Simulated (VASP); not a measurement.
# BaB in VASP: notebook

The runs below take BaB through single point, with r2SCAN, PBE.

Program: VASP 6.6.1. These are calculated values, not measurements. Logs are shortened: lines on timing, memory, paths and dates and some standing lists are left out, and cuts for length are marked.

## 1. The cell of the first run

It takes space group Fm-3m (No. 225, cubic). Conventional cell: a = 6.166 Å, b = 6.166 Å, c = 6.166 Å, α = 90.00°, β = 90.00°, γ = 90.00°. Within 4.1 Å of Ba (site symmetry m-3m) lie 6 B at 3.08 Å. Within 4.1 Å of B (site symmetry m-3m) lie 6 Ba at 3.08 Å.

## 2. Single point, r2SCAN

Input file POSCAR:

```
BaB
1.0
    0.0000000000      3.0827929264      3.0827929264
    3.0827929264      0.0000000000      3.0827929264
    3.0827929264      3.0827929264      0.0000000000
Ba B
1 1
Direct
    0.5000000000      0.5000000000      0.5000000000
    0.0000000000      0.0000000000      0.0000000000
```

Input file INCAR.step1:

```
SYSTEM = BaB
PREC = Accurate
ENCUT = 520
ISMEAR = 0
SIGMA = 0.05
LREAL = .FALSE.
LASPH = .TRUE.
NELM = 100
NBANDS = 14
GGA = PE
ALGO = Normal
EDIFF = 1E-4
LWAVE = .TRUE.
LCHARG = .FALSE.
```

Input file INCAR.step2:

```
SYSTEM = BaB
PREC = Accurate
ENCUT = 520
EDIFF = 1E-7
ISMEAR = 0
SIGMA = 0.05
LREAL = .FALSE.
LASPH = .TRUE.
NELM = 100
ALGO = Normal
ISIF = 2
LWAVE = .FALSE.
LCHARG = .FALSE.
METAGGA = R2SCAN
LMIXTAU = .TRUE.
NBANDS = 14
ISTART = 1
```

Input file KPOINTS:

```
Automatic mesh
0
G
  10 10 10
  0 0 0
```

Potentials or basis: VASP PAW PBE potentials, release 64 (Ba_sv, B).

Launch:

```sh
cat potpaw_PBE.64/Ba_sv/POTCAR potpaw_PBE.64/B/POTCAR > POTCAR
cp INCAR.step1 INCAR
mpirun -np 1 vasp_std > vasp.out
cp INCAR.step2 INCAR
mpirun -np 1 vasp_std > vasp.out
```

OUTCAR:

```text
SYSTEM = BaB
   PREC = Accurate
   ENCUT = 520
   EDIFF = 1E-7
   ISMEAR = 0
   LREAL = .FALSE.
   LASPH = .TRUE.
   NELM = 100
   ISIF = 2
   METAGGA = R2SCAN
   ISTART = 1

 ion  position               nearest neighbor table
   1  0.500  0.500  0.500-   2 3.08   2 3.08   2 3.08   2 3.08   2 3.08   2 3.08
   2  0.000  0.000  0.000-   1 3.08   1 3.08   1 3.08   1 3.08   1 3.08   1 3.08

  LATTYP: Found a face centered cubic cell.
 ALAT       =     6.1655858528

  Lattice vectors:

 A1 = (   0.0000000000,   3.0827929264,   3.0827929264)
 A2 = (   3.0827929264,   0.0000000000,   3.0827929264)
 A3 = (   3.0827929264,   3.0827929264,   0.0000000000)

Analysis of symmetry for initial positions (statically):
=====================================================================
 Subroutine PRICEL returns:
 Original cell was already a primitive cell.

 Routine SETGRP: Setting up the symmetry group for a
 face centered cubic supercell.

 Subroutine GETGRP returns: Found 48 space group operations
 (whereof 48 operations were pure point group operations)
 out of a pool of 48 trial point group operations.

The static configuration has the point symmetry O_h .

Analysis of symmetry for dynamics (positions and initial velocities):
=====================================================================
 Subroutine PRICEL returns:
 Original cell was already a primitive cell.

 Routine SETGRP: Setting up the symmetry group for a
 face centered cubic supercell.

 Subroutine GETGRP returns: Found 48 space group operations
 (whereof 48 operations were pure point group operations)
 out of a pool of 48 trial point group operations.

The dynamic configuration has the point symmetry O_h .

 Subroutine INISYM returns: Found 48 space group operations
 (whereof 48 operations are pure point group operations),
 and found     1 'primitive' translations

----------------------------------------------------------------------------------------

                                     Primitive cell

  volume of cell :      58.5953

  direct lattice vectors                    reciprocal lattice vectors
     0.000000000  3.082792926  3.082792926    -0.162190589  0.162190589  0.162190589
     3.082792926  0.000000000  3.082792926     0.162190589 -0.162190589  0.162190589
     3.082792926  3.082792926  0.000000000     0.162190589  0.162190589 -0.162190589

  length of vectors
     4.359727567  4.359727567  4.359727567     0.280922340  0.280922340  0.280922340

  position of ions in fractional coordinates (direct lattice)
     0.500000000  0.500000000  0.500000000
     0.000000000  0.000000000  0.000000000

  ion indices of the primitive-cell ions
   primitive index   ion index
                 1           1
                 2           2

----------------------------------------------------------------------------------------

 KPOINTS: Automatic mesh

Automatic generation of k-mesh.
 Grid dimensions read from file:
 generate k-points for:   10   10   10

 Generating k-lattice:

  Cartesian coordinates                     Fractional coordinates (reciprocal lattice)
    -0.016219059  0.016219059  0.016219059     0.100000000  0.000000000  0.000000000
     0.016219059 -0.016219059  0.016219059     0.000000000  0.100000000  0.000000000
     0.016219059  0.016219059 -0.016219059     0.000000000  0.000000000  0.100000000

  Length of vectors
     0.028092234  0.028092234  0.028092234

  Shift w.r.t. Gamma in fractional coordinates (k-lattice)
     0.000000000  0.000000000  0.000000000

 Subroutine IBZKPT returns following result:
 ===========================================

 Found     47 irreducible k-points:

 Following reciprocal coordinates:
            Coordinates               Weight
  0.000000  0.000000  0.000000      1.000000
  0.100000  0.000000  0.000000      8.000000
  0.200000  0.000000  0.000000      8.000000
  0.300000  0.000000  0.000000      8.000000
  0.400000  0.000000  0.000000      8.000000
  0.500000  0.000000  0.000000      4.000000
[... 16 lines left out ...]
  0.300000  0.300000  0.000000      6.000000
  0.400000  0.300000  0.000000     24.000000
 [... further k-points ...]
   k-points           NKPTS =     47   k-points in BZ     NKDIM =     47   number of bands    NBANDS=     14
   number of dos      NEDOS =    301   number of ions     NIONS =      2
   total plane-waves  NPLWV =  32768
   dimension x,y,z NGX =    32 NGY =   32 NGZ =   32
   dimension x,y,z NGXF=    64 NGYF=   64 NGZF=   64
   ions per type =               1   1
   NGX,Y,Z   is equivalent  to a cutoff of  12.20, 12.20, 12.20 a.u.
   NGXF,Y,Z  is equivalent  to a cutoff of  24.40, 24.40, 24.40 a.u.
 SYSTEM =  BaB
   PREC   = accura    normal or accurate (medium, high low for compatibility)
   ISTART =      1    job   : 0-new  1-cont  2-samecut
   ICHARG =      0    charge: 1-file 2-atom 10-const
   ISPIN  =      1    spin polarized calculation?
   LNONCOLLINEAR =      F non collinear calculations
   LSORBIT =      F    spin-orbit coupling
   LASPH  =      T    aspherical Exc in radial PAW
   ENCUT  =  520.0 eV  38.22 Ry    6.18 a.u.   8.11  8.11  8.11*2*pi/ulx,y,z
   NELM   =    100;   NELMIN=  2; NELMDL=  0     # of ELM steps
   EDIFF  = 0.1E-06   stopping-criterion for ELM
   LREAL  =      F    real-space projection
   EDIFFG = 0.1E-05   stopping-criterion for IOM
   NSW    =      0    number of steps for IOM
   IBRION =     -1    ionic relax: 0-MD 1-quasi-New 2-CG
   NFREE  =      0    steps in history (QN), initial steepest desc. (CG)
   ISIF   =      2    stress and relaxation
   ISYM   =      2    0-nonsym 1-usesym 2-fastsym
   POTIM  = 0.5000    time-step for ionic-motion
   TEBEG  =    0.0;   TEEND  =   0.0 temperature during run
   PSTRESS=    0.0 pullay stress
   NELECT =      13.0000    total number of electrons
   NUPDOWN=      -1.0000    fix difference up-down
   EMIN   =  10.00;   EMAX   =-10.00  energy-range for DOS
   EFERMI =   0.00;   METHOD = LEGACY
   ISMEAR =     0;   SIGMA  =   0.05  broadening in eV -4-tet -1-fermi 0-gaus
   EFERMI_NEDOS =   21; number of points for ismear=-14 and -15
   IALGO  =     38    algorithm
   IMIX   =      4    mixing-type and parameters
     AMIX     =   0.40;   BMIX     =  1.00
     AMIX_MAG =   1.60;   BMIX_MAG =  1.00
  volume/ion in A,a.u.               =      29.30       197.71
  Fermi-wavevector in a.u.,A,eV,Ry     =   0.991064  1.872839 13.363743  0.982207
  Thomas-Fermi vector in A             =   2.122779
   LORBIT       =      0    0 simple, 1 ext, 2 COOP (PROOUT), +10 PAW based schemes
   METAGGA = R2SCAN    functional components
   LHFCALC =     F    Hartree Fock is set to
   AEXX    =    0.0000 exact exchange contribution
   IVDW    =     0    specifies the selected vdW correction
   LEPSILON=     F    determine dielectric tensor
   LRPA    =     F    only Hartree local field effects (RPA)
 non-spin polarized calculation
 Gauss-broadening in eV      SIGMA  =   0.05
  energy-cutoff  :      520.00
  volume of cell :       58.60
 maximum number of plane-waves:      1596
   NGX = 17   NGY = 17   NGZ = 17

 number of electron      13.0000001 magnetization

 Free energy of the ion-electron system (eV)
  ---------------------------------------------------
  ext. energy  EPLUGINS =         0.00000000
  ---------------------------------------------------
  free energy    TOTEN  =       -31.16480760 eV

  energy without entropy =      -31.15973821  energy(sigma->0) =      -31.16227291

 E-fermi :   2.0879     XC(G=0):  -9.0920

 val. band max:        2.0608440808   @ k =   0.3000   0.0000   0.0000
 cond. band min:       2.0886659155   @ k =   0.5000   0.2000   0.0000
 fundamental gap:      0.0278218347
 Fermi energy:         2.0878590930

 k-point     1 :       0.0000    0.0000    0.0000
  band No.  band energies     occupation
      1     -26.2425      2.00000
      2     -10.8146      2.00000
      3     -10.8146      2.00000
      4     -10.8146      2.00000
      5      -4.5044      2.00000
      6       3.6053      0.00000
      7       3.6053      0.00000
      8       3.6053      0.00000
      9       5.0649      0.00000
     10       5.0649      0.00000
     11       5.0649      0.00000
     12       6.4961      0.00000
     13       6.4961      0.00000
     14       7.3481      0.00000

 k-point     2 :       0.1000    0.0000    0.0000
  band No.  band energies     occupation
      1     -26.2360      2.00000
      2     -10.9047      2.00000
      3     -10.8204      2.00000
      4     -10.8204      2.00000
      5      -4.3454      2.00000
      6       3.0752      0.00000
      7       3.2423      0.00000
      8       3.2423      0.00000
      9       5.2310      0.00000
     10       5.2708      0.00000
     11       5.2708      0.00000
     12       7.0036      0.00000
     13       7.0036      0.00000
     14       7.7186      0.00000

 k-point     3 :       0.2000    0.0000    0.0000
  band No.  band energies     occupation
      1     -26.2191      2.00000
      2     -11.1263      2.00000
      3     -10.8357      2.00000
      4     -10.8357      2.00000
      5      -3.9278      2.00000
      6       2.1112      0.50962
      7       2.6057      0.00000
      8       2.6057      0.00000
      9       5.4909      0.00000
     10       5.7810      0.00000
     11       5.7810      0.00000
     12       8.1459      0.00000
     13       8.1459      0.00000
     14       8.5251      0.00000
[... 324 lines left out ...]
 k-point    23 :       0.3000    0.3000    0.0000
  band No.  band energies     occupation
      1     -26.1834      2.00000
      2     -11.2882      2.00000
      3     -10.9807      2.00000
      4     -10.9807      2.00000
      5      -3.7549      2.00000
      6       1.4118      2.00000
      7       3.1512      0.00000
      8       3.1512      0.00000
      9       3.4822      0.00000
     10       7.3052      0.00000
     11       8.0436      0.00000
     12       8.0436      0.00000
     13       8.2189      0.00000
     14      11.5428      0.00000

 k-point    24 :       0.4000    0.3000    0.0000
  band No.  band energies     occupation
      1     -26.1699      2.00000
      2     -11.3746      2.00000
      3     -11.0305      2.00000
      4     -11.0058      2.00000
      5      -3.7386      2.00000
      6       1.6137      2.00000
      7       2.6726      0.00000
      8       2.9897      0.00000
      9       3.8205      0.00000
     10       7.8643      0.00000
     11       8.4605      0.00000
     12       8.5075      0.00000
     13       8.7915      0.00000
     14      11.5118      0.00000

 [... further k-points ...]
[... 5 lines left out ...]
  --------------------------------------------------------------------------------------
  -------------------------------------------------------------------------------------
  Total        0.2851357      0.2851357      0.2851357      0.0000000     -0.0000000      0.0000000
  in kB        7.7964907      7.7964907      7.7964907      0.0000000     -0.0000000      0.0000000
  external PRESSURE =       7.7964907 kB  Pullay stress =       0.0000000 kB

 VOLUME and BASIS-vectors are now :
 -----------------------------------------------------------------------------
  energy-cutoff  :      520.00
  volume of cell :       58.60
      direct lattice vectors                 reciprocal lattice vectors
     0.000000000  3.082792926  3.082792926    -0.162190589  0.162190589  0.162190589
     3.082792926  0.000000000  3.082792926     0.162190589 -0.162190589  0.162190589
     3.082792926  3.082792926  0.000000000     0.162190589  0.162190589 -0.162190589

 POSITION                                       TOTAL-FORCE (eV/Angst)
 -----------------------------------------------------------------------------------
      3.08279      3.08279      3.08279         0.000000     -0.000000      0.000000
      0.00000      0.00000      0.00000         0.000000      0.000000      0.000000
 -----------------------------------------------------------------------------------
    total drift:                                0.000000     -0.000000      0.000000

  FREE ENERGIE OF THE ION-ELECTRON SYSTEM (eV)
  ---------------------------------------------------
  free  energy   TOTEN  =       -31.1648076031 eV

  energy  without entropy=      -31.1597382128  energy(sigma->0) =      -31.16227291
```

Run time: 1.8 min. Hardware: 1 thread of Intel Xeon 6975P-C, shared host; peak memory 0.21 GiB.

What came out:

```
Free energy : -31.1648 eV
Pressure    : 0.8 GPa
```

Levels at points of the mesh, in eV from the Fermi level:
| k point | band 2 | band 3 | band 4 | band 5 | band 6 | band 7 | band 8 | band 9 | band 10 | band 11 |
| --- | --- | --- | --- | --- | --- | --- | --- | --- | --- | --- |
| (0.00, 0.00, 0.00) | -12.90 | -12.90 | -12.90 | -6.59 | 1.52 | 1.52 | 1.52 | 2.98 | 2.98 | 2.98 |
| (0.50, 0.00, 0.00) | -13.72 | -12.96 | -12.96 | -4.77 | -1.90 | -0.49 | -0.49 | 5.62 | 5.63 | 5.73 |
| (0.50, 0.50, 0.00) | -13.55 | -13.15 | -13.15 | -6.13 | 0.39 | 0.87 | 1.23 | 1.23 | 5.79 | 6.88 |

Caveat: the PAW data sets were made with another functional, which shifts forces and pressure a little; spin-orbit coupling is left out, which moves the levels of the heavy elements.

## 3. Single point, PBE (atom 2 (B) moved 0.05 Å along x)

Input file INCAR:

```
PREC = Accurate ; ENCUT = 520
EDIFF = 1E-6 ; ISMEAR = 0
SIGMA = 0.05 ; LREAL = F
LASPH = T ; NELM = 60
ALGO = Normal ; ISIF = 2
LWAVE = F ; LCHARG = T
GGA = PE ; LELF = T
LVHAR = T ; NBANDS = 14
```

Input file KPOINTS:

```
Automatic mesh
0
Gamma
  10 10 10
```

Changes to POSCAR since step 2:

```diff
@@ -9,2 +9,2 @@
     0.5000000000      0.5000000000      0.5000000000
-    0.0000000000      0.0000000000      0.0000000000
+   -0.0081095294      0.0081095294      0.0081095294
```

Potentials or basis: VASP PAW PBE potentials, release 64 (Ba_sv, B).

Launch:

```sh
cat potpaw_PBE.64/Ba_sv/POTCAR potpaw_PBE.64/B/POTCAR > POTCAR
mpirun -np 1 vasp_std > vasp.out
```

It took 46 s on 1 thread of Intel Xeon 6975P-C, shared host; peak memory 0.23 GiB.

It converged, with:

```
Free energy   : -5.9760 eV
Pressure      : 0.5 GPa
Largest force : 0.091 eV/Å
```

Forces on the atoms (eV/Å):
```
Ba   0.091  0.000  0.000
B   -0.091  0.000  0.000
```

Stress tensor (GPa, compression positive):
```
0.60 0.00 0.00
0.00 0.52 0.00
0.00 0.00 0.52
```

Levels at points of the mesh, in eV from the Fermi level:
```csv
k point,band 3,band 4,band 5,band 6,band 7,band 8,band 9,band 10
"(0.00, 0.00, 0.00)",-12.33,-12.33,-6.16,1.45,1.45,1.46,2.74,2.75
"(0.50, 0.00, 0.00)",-12.39,-12.39,-4.34,-1.90,-0.46,-0.46,5.17,5.27
"(0.50, 0.50, 0.00)",-12.58,-12.58,-5.64,0.36,0.63,1.19,1.23,5.49
"(0.00, 0.50, 0.50)",-12.58,-12.58,-5.64,0.36,0.67,1.19,1.19,5.49
```

Caveat: the cell differs from its parent crystal (atom 2 (B) moved 0.05 Å along x); spin-orbit coupling is left out, which moves the levels of the heavy elements.
